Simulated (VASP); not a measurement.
Input of a VASP 6.6.1 run:

INCAR

```
SYSTEM = ZnCd2Se2S
PREC = Accurate ; ENCUT = 520
EDIFF = 1E-6 ; ISMEAR = 0
SIGMA = 0.1 ; LREAL = .FALSE.
LASPH = .TRUE. ; NELM = 60
ALGO = Normal ; ISIF = 2
LWAVE = .FALSE. ; LCHARG = .FALSE.
GGA = PE ; NBANDS = 36
```

The input KPOINTS:

```
Automatic mesh
0
G
  6 6 2
  0 0 0
```

File POSCAR:

```
ZnCd2Se2S
1.0
    4.8926091641      0.0000000000      0.0000000000
   -2.4463045820      4.2371238269      0.0000000000
    0.0000000000      0.0000000000     10.3809802808
Zn Cd Se S
1 2 2 1
Direct
    0.0000000000      0.0000000000      0.5000000000
    0.0000000000      0.0000000000      0.2463346402
    0.0000000000      0.0000000000      0.7536653598
    0.3333333333      0.6666666667      0.0000000000
    0.6666666667      0.3333333333      0.0000000000
    0.0000000000      0.0000000000      0.0000000000
```

Potentials or basis: VASP PAW PBE potentials, release 64 (Zn, Cd, Se, S).

Command:

```console
$ cat potpaw_PBE.64/Zn/POTCAR potpaw_PBE.64/Cd/POTCAR potpaw_PBE.64/Se/POTCAR potpaw_PBE.64/S/POTCAR > POTCAR
$ mpirun -np 1 vasp_std > vasp.out
```

Estimate the band gap on the k mesh.

zero (bands 27 and 28 overlap by 1.35 eV).

What does it give for the largest force?

0.006 eV/Å.

Estimate the pressure.

0.0 GPa.

Stress tensor (GPa, compression positive):
```
-0.02  0.00  0.00
 0.00 -0.02  0.00
 0.00  0.00  0.13
```
